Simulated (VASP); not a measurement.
# BN: vibrations by perturbation theory with LDA

BN:

```
CELL_PARAMETERS angstrom
0.00000 1.78879 1.78879
1.78879 0.00000 1.78879
1.78879 1.78879 0.00000
ATOMIC_POSITIONS crystal
B 0.00000 0.00000 0.00000
N 0.75000 0.75000 0.75000
```

| Property | Result |
| --- | --- |
| Program | VASP 6.6.1 |
| Task | vibrations by perturbation theory |
| Functional | LDA |
| Potentials or basis | VASP PAW LDA potentials, release 64 (B, N) |
| Cutoff | 520 eV |
| k mesh | 12 × 12 × 12 |
| Occupations | gaussian, width 0.01 eV |
| Spin | no spin polarisation |
| Dipole correction | no |
| Further INCAR settings | ALGO = Normal; EDIFF = 1e-08; IBRION = 8; NSW = 1 |

- Electronic dielectric tensor (diagonal): 4.56
- Born charges (mean of the diagonal): B +1.87; N -1.87 e
- Highest phonon frequency at Γ, LO-TO splitting left out: 1074 cm⁻¹

Phonon frequencies in cm⁻¹ (negative: imaginary):
| q point | frequencies |
| --- | --- |
| (0.000, 0.000, 0.000) | 0 0 0 1074 1074 1074 |

Electronic dielectric tensor:
```
4.56 0.00 0.00
0.00 4.56 0.00
0.00 0.00 4.56
```

Born effective charge tensors (e):
atom 1, B
```
1.87 0.00 0.00
0.00 1.87 0.00
0.00 0.00 1.87
```
atom 2, N
```
-1.87  0.00  0.00
 0.00 -1.87  0.00
 0.00  0.00 -1.87
```

Run time: 3.7 min on 1 thread of Intel Xeon 8259CL, on a shared host, peak memory 0.18 GiB.

Caveat: the cell wasn't relaxed at this level first, which shifts response properties.
